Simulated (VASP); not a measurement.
**Sb: single point with BLYP**

Sb:

```
Sb
1.0
    -1.57625    1.57625    3.24959
     1.57625   -1.57625    3.24959
     1.57625    1.57625   -3.24959
Sb
1
Cartesian
  0.0000 0.0000 0.0000
```

```
Program                : VASP 6.6.1
Task                   : single point
Functional             : BLYP
Potentials or basis    : VASP PAW PBE potentials, release 64 (Sb)
Cutoff                 : 520 eV
k mesh                 : 12 × 12 × 12
Occupations            : fermi-dirac, width 0.05 eV
Spin                   : no spin polarisation
Dipole correction      : no
Further INCAR settings : ALGO = Normal; EDIFF = 1e-07; NBANDS = 8
```

```yaml
Pressure: 0.1 GPa
```

Stress tensor (GPa, compression positive):
```
0.18 0.00 0.00
0.00 0.18 0.00
0.00 0.00 0.08
```

Levels at points of the mesh, in eV from the Fermi level:
```tsv
k point	band 1	band 2	band 3	band 4	band 5	band 6	band 7	band 8
(0.00, 0.00, 0.00)	-11.81	1.62	4.60	4.60	6.76	8.76	11.05	11.53
(0.50, 0.00, 0.00)	-8.83	-4.74	0.24	4.83	5.65	10.76	11.75	11.78
(0.50, 0.50, 0.00)	-6.37	-3.26	-1.78	1.08	3.69	5.10	12.21	12.50
(0.50, 0.50, 0.50)	-10.22	-4.68	3.18	3.18	7.06	7.75	16.69	16.69
```

Wall time 44 s on 1 thread of Intel Xeon 6975P-C (shared host), peak memory 0.19 GiB.

Caveat: the PAW data sets were made with another functional, which shifts forces and pressure a little; spin-orbit coupling is left out, which moves the levels of the heavy elements.
